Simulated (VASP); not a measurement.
# GaP (F-43m) in VASP: notebook

The runs below take GaP through single point, relaxation of cell and atoms, with PBE.

Program: VASP 6.6.1. These are calculated values, not measurements. Logs are shortened: lines on timing, memory, paths and dates and some standing lists are left out, and cuts for length are marked.

**1. The cell of the first run**

Symmetry: F-43m, No. 216, cubic system. Conventional cell: a = 5.192 Å, b = 5.192 Å, c = 5.192 Å, α = 90.00°, β = 90.00°, γ = 90.00°. Ga (site symmetry -43m) has 4 P at 2.25 Å within 3.0 Å. P (site symmetry -43m) has 4 Ga at 2.25 Å within 3.0 Å.

**2. Single point, PBE**

INCAR

```
  PREC = Accurate
  ENCUT = 520
  EDIFF = 1E-6
  ISMEAR = 0
  SIGMA = 0.01
  LREAL = False
  LASPH = True
  NELM = 100
  ALGO = Normal
  ISIF = 2
  LWAVE = False
  LCHARG = False
  GGA = PE
  NBANDS = 16
```

KPOINTS

```
Automatic mesh
0
Gamma
  10 10 10
```

POSCAR

```
GaP
1.0
    0.0000000000      2.5960801509      2.5960801509
    2.5960801509      0.0000000000      2.5960801509
    2.5960801509      2.5960801509      0.0000000000
Ga P
1 1
Direct
    0.0000000000      0.0000000000      0.0000000000
    0.7500000000      0.7500000000      0.7500000000
```

Potentials or basis: VASP PAW PBE potentials, release 64 (Ga_d, P).

Started as:

```console
$ cat potpaw_PBE.64/Ga_d/POTCAR potpaw_PBE.64/P/POTCAR > POTCAR
$ mpirun -np 1 vasp_std > vasp.out
```

OUTCAR:

```text
PREC = Accurate
   ENCUT = 520
   EDIFF = 1E-6
   ISMEAR = 0
   LREAL = False
   LASPH = True
   NELM = 100
   ISIF = 2
   GGA = PE

 ion  position               nearest neighbor table
   1  0.000  0.000  0.000-   2 2.25   2 2.25   2 2.25   2 2.25
   2  0.750  0.750  0.750-   1 2.25   1 2.25   1 2.25   1 2.25

  LATTYP: Found a face centered cubic cell.
 ALAT       =     5.1921603018

  Lattice vectors:

 A1 = (   0.0000000000,   2.5960801509,   2.5960801509)
 A2 = (   2.5960801509,   0.0000000000,   2.5960801509)
 A3 = (   2.5960801509,   2.5960801509,   0.0000000000)

Analysis of symmetry for initial positions (statically):
=====================================================================
 Subroutine PRICEL returns:
 Original cell was already a primitive cell.

 Routine SETGRP: Setting up the symmetry group for a
 face centered cubic supercell.

 Subroutine GETGRP returns: Found 24 space group operations
 (whereof 24 operations were pure point group operations)
 out of a pool of 48 trial point group operations.

The static configuration has the point symmetry T_d .

Analysis of symmetry for dynamics (positions and initial velocities):
=====================================================================
 Subroutine PRICEL returns:
 Original cell was already a primitive cell.

 Routine SETGRP: Setting up the symmetry group for a
 face centered cubic supercell.

 Subroutine GETGRP returns: Found 24 space group operations
 (whereof 24 operations were pure point group operations)
 out of a pool of 48 trial point group operations.

The dynamic configuration has the point symmetry T_d .

 Subroutine INISYM returns: Found 24 space group operations
 (whereof 24 operations are pure point group operations),
 and found     1 'primitive' translations

----------------------------------------------------------------------------------------

                                     Primitive cell

  volume of cell :      34.9933

  direct lattice vectors                    reciprocal lattice vectors
     0.000000000  2.596080151  2.596080151    -0.192598060  0.192598060  0.192598060
     2.596080151  0.000000000  2.596080151     0.192598060 -0.192598060  0.192598060
     2.596080151  2.596080151  0.000000000     0.192598060  0.192598060 -0.192598060

  length of vectors
     3.671411758  3.671411758  3.671411758     0.333589625  0.333589625  0.333589625

  position of ions in fractional coordinates (direct lattice)
     0.000000000  0.000000000  0.000000000
     0.750000000  0.750000000  0.750000000

  ion indices of the primitive-cell ions
   primitive index   ion index
                 1           1
                 2           2

----------------------------------------------------------------------------------------

 KPOINTS: Automatic mesh

Automatic generation of k-mesh.
 Grid dimensions read from file:
 generate k-points for:   10   10   10

 Generating k-lattice:

  Cartesian coordinates                     Fractional coordinates (reciprocal lattice)
    -0.019259806  0.019259806  0.019259806     0.100000000  0.000000000  0.000000000
     0.019259806 -0.019259806  0.019259806     0.000000000  0.100000000  0.000000000
     0.019259806  0.019259806 -0.019259806     0.000000000  0.000000000  0.100000000

  Length of vectors
     0.033358962  0.033358962  0.033358962

  Shift w.r.t. Gamma in fractional coordinates (k-lattice)
     0.000000000  0.000000000  0.000000000

 Subroutine IBZKPT returns following result:
 ===========================================

 Found     47 irreducible k-points:

 Following reciprocal coordinates:
            Coordinates               Weight
  0.000000  0.000000  0.000000      1.000000
  0.100000  0.000000  0.000000      8.000000
  0.200000  0.000000  0.000000      8.000000
  0.300000  0.000000  0.000000      8.000000
  0.400000  0.000000  0.000000      8.000000
  0.500000  0.000000  0.000000      4.000000
[... 16 lines left out ...]
  0.300000  0.300000  0.000000      6.000000
  0.400000  0.300000  0.000000     24.000000
 [... further k-points ...]
   k-points           NKPTS =     47   k-points in BZ     NKDIM =     47   number of bands    NBANDS=     16
   number of dos      NEDOS =    301   number of ions     NIONS =      2
   total plane-waves  NPLWV =  21952
   dimension x,y,z NGX =    28 NGY =   28 NGZ =   28
   dimension x,y,z NGXF=    56 NGYF=   56 NGZF=   56
   ions per type =               1   1
   NGX,Y,Z   is equivalent  to a cutoff of  12.68, 12.68, 12.68 a.u.
   NGXF,Y,Z  is equivalent  to a cutoff of  25.36, 25.36, 25.36 a.u.
 SYSTEM =  unknown system
   PREC   = accura    normal or accurate (medium, high low for compatibility)
   ISTART =      0    job   : 0-new  1-cont  2-samecut
   ICHARG =      2    charge: 1-file 2-atom 10-const
   ISPIN  =      1    spin polarized calculation?
   LNONCOLLINEAR =      F non collinear calculations
   LSORBIT =      F    spin-orbit coupling
[... 107 lines left out ...]
  band No.  band energies     occupation
      1      -8.7569      2.00000
      2      -8.5853      2.00000
      3      -8.5853      2.00000
      4      -8.4591      2.00000
      5      -8.4591      2.00000
      6      -5.2893      2.00000
[... 8 lines left out ...]
     15      17.1645      0.00000
     16      17.2735      0.00000

 k-point     6 :       0.5000    0.0000    0.0000
  band No.  band energies     occupation
      1      -8.7673      2.00000
      2      -8.5832      2.00000
      3      -8.5832      2.00000
      4      -8.4563      2.00000
      5      -8.4563      2.00000
      6      -4.8308      2.00000
[... 8 lines left out ...]
     15      18.4008      0.00000
     16      18.4008      0.00000

 k-point     7 :       0.1000    0.1000    0.0000
  band No.  band energies     occupation
      1      -8.6523      2.00000
      2      -8.6122      2.00000
      3      -8.6122      2.00000
      4      -8.4731      2.00000
      5      -8.4651      2.00000
      6      -7.2117      2.00000
[... 8 lines left out ...]
     15      16.4028      0.00000
     16      16.6704      0.00000

 k-point     8 :       0.2000    0.1000    0.0000
  band No.  band energies     occupation
      1      -8.6858      2.00000
      2      -8.6026      2.00000
      3      -8.6002      2.00000
      4      -8.4774      2.00000
      5      -8.4619      2.00000
      6      -6.8544      2.00000
[... 8 lines left out ...]
     15      16.2456      0.00000
     16      17.6770      0.00000

 k-point     9 :       0.3000    0.1000    0.0000
  band No.  band energies     occupation
      1      -8.7228      2.00000
      2      -8.5923      2.00000
      3      -8.5872      2.00000
      4      -8.4777      2.00000
      5      -8.4581      2.00000
      6      -6.2325      2.00000
[... 8 lines left out ...]
     15      16.5321      0.00000
     16      17.3892      0.00000
[... 172 lines left out ...]
 k-point    19 :       0.5000    0.2000    0.0000
  band No.  band energies     occupation
      1      -8.7700      2.00000
      2      -8.5711      2.00000
      3      -8.5581      2.00000
      4      -8.4839      2.00000
      5      -8.4511      2.00000
      6      -4.6153      2.00000
[... 8 lines left out ...]
     15      18.4557      0.00000
     16      19.8292      0.00000

 k-point    20 :      -0.4000    0.2000    0.0000
  band No.  band energies     occupation
      1      -8.7683      2.00000
      2      -8.5739      2.00000
      3      -8.5606      2.00000
      4      -8.4734      2.00000
      5      -8.4597      2.00000
      6      -4.4707      2.00000
[... 8 lines left out ...]
     15      16.8013      0.00000
     16      19.3652      0.00000

 k-point    21 :      -0.3000    0.2000    0.0000
  band No.  band energies     occupation
      1      -8.7552      2.00000
      2      -8.5777      2.00000
      3      -8.5694      2.00000
      4      -8.4699      2.00000
      5      -8.4660      2.00000
      6      -5.1046      2.00000
[... 8 lines left out ...]
     15      18.0421      0.00000
     16      19.7459      0.00000

 k-point    22 :      -0.2000    0.2000    0.0000
  band No.  band energies     occupation
      1      -8.7337      2.00000
      2      -8.5840      2.00000
      3      -8.5839      2.00000
      4      -8.4749      2.00000
      5      -8.4628      2.00000
      6      -5.8695      2.00000
[... 8 lines left out ...]
     15      18.4168      0.00000
     16      19.2485      0.00000

 k-point    23 :       0.3000    0.3000    0.0000
  band No.  band energies     occupation
      1      -8.7624      2.00000
      2      -8.5548      2.00000
      3      -8.5548      2.00000
      4      -8.5089      2.00000
      5      -8.4454      2.00000
      6      -5.6717      2.00000
[... 8 lines left out ...]
     15      17.6498      0.00000
     16      21.3237      0.00000

 k-point    24 :       0.4000    0.3000    0.0000
  band No.  band energies     occupation
      1      -8.7793      2.00000
      2      -8.5464      2.00000
      3      -8.5422      2.00000
      4      -8.5132      2.00000
      5      -8.4419      2.00000
      6      -5.0334      2.00000
[... 8 lines left out ...]
     15      18.4176      0.00000
     16      21.1459      0.00000

 [... further k-points ...]
[... 5 lines left out ...]
  --------------------------------------------------------------------------------------
  -------------------------------------------------------------------------------------
  Total        4.3195563      4.3195563      4.3195563     -0.0000000     -0.0000000     -0.0000000
  in kB      197.7722870    197.7722870    197.7722870     -0.0000000     -0.0000000     -0.0000000
  external PRESSURE =     197.7722870 kB  Pullay stress =       0.0000000 kB

 VOLUME and BASIS-vectors are now :
 -----------------------------------------------------------------------------
  energy-cutoff  :      520.00
  volume of cell :       34.99
      direct lattice vectors                 reciprocal lattice vectors
     0.000000000  2.596080151  2.596080151    -0.192598060  0.192598060  0.192598060
     2.596080151  0.000000000  2.596080151     0.192598060 -0.192598060  0.192598060
     2.596080151  2.596080151  0.000000000     0.192598060  0.192598060 -0.192598060

 POSITION                                       TOTAL-FORCE (eV/Angst)
 -----------------------------------------------------------------------------------
      0.00000      0.00000      0.00000        -0.000000     -0.000000     -0.000000
      3.89412      3.89412      3.89412         0.000000      0.000000      0.000000
 -----------------------------------------------------------------------------------
    total drift:                               -0.000002     -0.000002     -0.000002

  FREE ENERGIE OF THE ION-ELECTRON SYSTEM (eV)
  ---------------------------------------------------
  free  energy   TOTEN  =        -8.7711156664 eV

  energy  without entropy=       -8.7711156664  energy(sigma->0) =       -8.77111567
```

Wall time 21 s (1 thread of Intel Xeon Platinum 8259CL at 2.50GHz (Skylake/Cascade Lake), shared host); peak memory 0.17 GiB.

What came out:

| Property | Result |
| --- | --- |
| Free energy | -8.7711 eV |
| Pressure | 19.8 GPa |
| Band gap on the k mesh | 1.31 eV, indirect (least direct gap 3.07 eV) |

A k mesh can miss the band edges. A hybrid or GW would open this gap; PBE tends to underestimate it.

**3. Relaxation of cell and atoms, PBE, target pressure 20 GPa, at which the enthalpy is minimised**

This run uses another cell than the first one, of 20.87 Å³/atom, 1.193 times its volume.

INCAR

```
  ALGO = Normal
  EDIFF = 1E-6
  EDIFFG = -0.001
  ENCUT = 600
  GGA = PE
  IBRION = 2
  ISIF = 3
  ISMEAR = 0
  LASPH = True
  LCHARG = False
  LREAL = False
  LWAVE = False
  NELM = 80
  NSW = 80
  PREC = Accurate
  PSTRESS = 200.0
  SIGMA = 0.01
```

KPOINTS

```
k-points
0
Gamma
  8 8 8
```

POSCAR

```
GaP
1.0
    0.0000000000      2.7530369405      2.7530369405
    2.7530369405      0.0000000000      2.7530369405
    2.7530369405      2.7530369405      0.0000000000
Ga P
1 1
Direct
    0.0000000000      0.0000000000      0.0000000000
    0.7500000000      0.7500000000      0.7500000000
```

Potentials or basis: VASP PAW PBE potentials, release 64 (Ga_d, P).

Started as:

```console
$ cat potpaw_PBE.64/Ga_d/POTCAR potpaw_PBE.64/P/POTCAR > POTCAR
$ mpirun -np 1 vasp_std > vasp.out
```

Run time: 77 s. Hardware: 1 thread of Intel Xeon Platinum 8259CL at 2.50GHz (Skylake/Cascade Lake), shared host; peak memory 0.2 GiB.

The run converged. Its results:

```yaml
Free_energy: -8.7663 eV
Relaxed_volume: 17.48 Å³/atom
Relaxed_cell: a = 3.670 Å, b = 3.670 Å, c = 3.670 Å, α = 60.00°, β = 60.00°, γ = 60.00°
Space_group_after_relaxing_to_0.05_Å: F-43m (No. 216)
Energy_change_on_relaxing_the_enthalpy_is_what_falls: +179.6 meV/atom
Ionic_steps: 9
Pressure_after_relaxing: 20.0 GPa
Band_gap_on_the_k_mesh: 1.31 eV, indirect (least direct gap 3.08 eV)
```

Step by step:
| step | energy change (eV) | largest force (eV/Å) | pressure (GPa) | volume (Å³) |
| --- | --- | --- | --- | --- |
| 1 | 0.0000 | 0.0000 | -0.07 | 41.73 |
| 2 | 2.2485 | 0.0000 | 74.06 | 27.85 |
| 3 | 0.3183 | 0.0000 | 18.56 | 35.30 |
| 4 | 0.3495 | 0.0000 | 19.69 | 35.04 |
| 5 | 0.3651 | 0.0000 | 20.21 | 34.92 |
| 6 | 0.3521 | 0.0000 | 19.70 | 35.02 |
| 7 | 0.3600 | 0.0000 | 20.09 | 34.96 |
| 8 | 0.3581 | 0.0000 | 19.88 | 34.97 |
| 9 | 0.3592 | 0.0000 | 20.00 | 34.96 |

Final structure:
```yaml
crystal:
  lattice:
    - [0.00000, 2.59531, 2.59531]
    - [2.59531, 0.00000, 2.59531]
    - [2.59531, 2.59531, 0.00000]
  atoms:
    - { symbol: Ga, position: [0.00000, 0.00000, 0.00000] }
    - { symbol: P, position: [0.75000, 0.75000, 0.75000] }
```

Levels at points of the mesh, in eV from the valence-band top:
```csv
k point,band 5,band 6,band 7,band 8,band 9,band 10,band 11,band 12,band 13
"(0.00, 0.00, 0.00)",-14.74,-13.70,0.00,0.00,0.00,3.08,3.81,3.81,3.81
"(0.50, 0.00, 0.00)",-14.73,-11.10,-7.56,-1.35,-1.35,2.12,4.63,4.63,8.49
"(0.50, 0.50, 0.00)",-14.70,-10.00,-7.51,-3.24,-3.24,1.31,1.61,11.68,11.68
```

Caveat: the cell is relaxed towards a set pressure, so the enthalpy falls and the energy may rise; the volume moved by over 15 % at a fixed basis, so the end points are rough. A k mesh can miss the band edges.

**4. Relaxation of cell and atoms, PBE, target pressure 20 GPa, at which the enthalpy is minimised**

INCAR

```
PREC     = Accurate       # precision mode
ENCUT    = 600            # plane-wave cutoff, eV
EDIFF    = 1E-7           # SCF threshold, eV
ISMEAR   = 0              # smearing method
SIGMA    = 0.01           # smearing width, eV
LREAL    = F              # projectors in reciprocal space
LASPH    = T              # aspherical terms in the spheres
NELM     = 80             # most SCF steps
ALGO     = Normal         # electronic algorithm
ISIF     = 3              # what is computed and relaxed
LWAVE    = F              # write WAVECAR
LCHARG   = F              # write CHGCAR
GGA      = PE             # functional
IBRION   = 2              # ionic algorithm
NSW      = 80             # ionic steps
EDIFFG   = -0.001         # ionic threshold
PSTRESS  = 200.0
```

KPOINTS

```
regular mesh
0
Gamma
  10 10 10
```

POSCAR

```
GaP
1.0
    0.0000000000      2.5962187346      2.5962187346
    2.5962187346      0.0000000000      2.5962187346
    2.5962187346      2.5962187346      0.0000000000
Ga P
1 1
Direct
    0.0000000000      0.0000000000      0.0000000000
    0.7500000000      0.7500000000      0.7500000000
```

Started as:

```console
$ cat potpaw_PBE.64/Ga_d/POTCAR potpaw_PBE.64/P/POTCAR > POTCAR
$ mpirun -np 1 vasp_std > vasp.out
```

Run time: 1.8 min. Hardware: 1 thread of Intel Xeon Platinum 8259CL at 2.50GHz (Skylake/Cascade Lake), shared host; peak memory 0.19 GiB.

Results (log left out):

```
Free energy                                            : -8.7664 eV
Relaxed volume                                         : 17.48 Å³/atom
Relaxed cell                                           : a = 3.670 Å, b = 3.670 Å, c = 3.670 Å, α = 60.00°, β = 60.00°, γ = 60.00°
Space group after relaxing (to 0.05 Å)                 : F-43m (No. 216)
Energy change on relaxing (the enthalpy is what falls) : +2.7 meV/atom
Ionic steps                                            : 10
Pressure after relaxing                                : 20.0 GPa
Band gap on the k mesh                                 : 1.31 eV, indirect (least direct gap 3.08 eV)
```

The path:
| step | energy change (eV) | largest force (eV/Å) | pressure (GPa) | volume (Å³) |
| --- | --- | --- | --- | --- |
| 1 | 0.0000 | 0.0000 | 19.80 | 35.00 |
| 2 | 0.0140 | 0.0000 | 20.33 | 34.89 |
| 3 | 0.0063 | 0.0000 | 20.02 | 34.95 |
| 4 | 0.0057 | 0.0000 | 19.99 | 34.95 |
| 5 | 0.0060 | 0.0000 | 20.03 | 34.95 |
| 6 | 0.0039 | 0.0000 | 19.93 | 34.97 |
| 7 | 0.0056 | 0.0000 | 20.01 | 34.95 |
| 8 | 0.0053 | 0.0000 | 19.98 | 34.96 |
| 9 | 0.0055 | 0.0000 | 20.01 | 34.95 |
| 10 | 0.0054 | 0.0000 | 19.99 | 34.96 |

Final structure:
```cif
data_structure
_symmetry_space_group_name_H-M 'P 1'
_symmetry_Int_Tables_number 1
_cell_length_a 3.6701
_cell_length_b 3.6701
_cell_length_c 3.6701
_cell_angle_alpha 60.000
_cell_angle_beta 60.000
_cell_angle_gamma 60.000
_cell_volume 34.96
loop_
_atom_site_label
_atom_site_type_symbol
_atom_site_fract_x
_atom_site_fract_y
_atom_site_fract_z
_atom_site_occupancy
Ga1 Ga 0.00000 0.00000 0.00000 1
P1 P 0.75000 0.75000 0.75000 1
```

Levels at points of the mesh, in eV from the valence-band top:
```
           k point  band 6  band 7  band 8  band 9  band 10  band 11  band 12  band 13
(0.00, 0.00, 0.00)  -13.70    0.00    0.00    0.00     3.08     3.81     3.81     3.81
(0.50, 0.00, 0.00)  -11.10   -7.57   -1.35   -1.35     2.12     4.63     4.63     8.49
(0.50, 0.50, 0.00)  -10.00   -7.51   -3.24   -3.24     1.31     1.61    11.68    11.68
```

Caveat: the cell is relaxed towards a set pressure, so the enthalpy falls and the energy may rise. A k mesh can miss the band edges.

**5. Overview**

```tsv
task	cell	k mesh	cutoff (eV)	gap on the mesh (eV)	pressure (GPa)
single point	a = 3.671 Å, angles 60.0°, 2 atoms	10 × 10 × 10	520	1.31	19.8
relaxation of cell and atoms	relaxed to 20 GPa from a = 3.893 Å, angles 60.0°, 2 atoms	8 × 8 × 8	600	1.31	20.0
relaxation of cell and atoms	relaxed to 20 GPa from a = 3.672 Å, angles 60.0°, 2 atoms	10 × 10 × 10	600	1.31	20.0
```

Alike in all rows: level PBE; potentials or basis VASP PAW PBE potentials, release 64 (Ga_d, P); no spin polarisation; smearing gaussian 0.01 eV.

Caveats: the cell is relaxed towards a set pressure, so the enthalpy falls and the energy may rise (some runs); the volume moved by over 15 % at a fixed basis, so the end points are rough (some runs).

Total energies depend on the potentials used, so only differences within one code and one set of settings carry meaning.
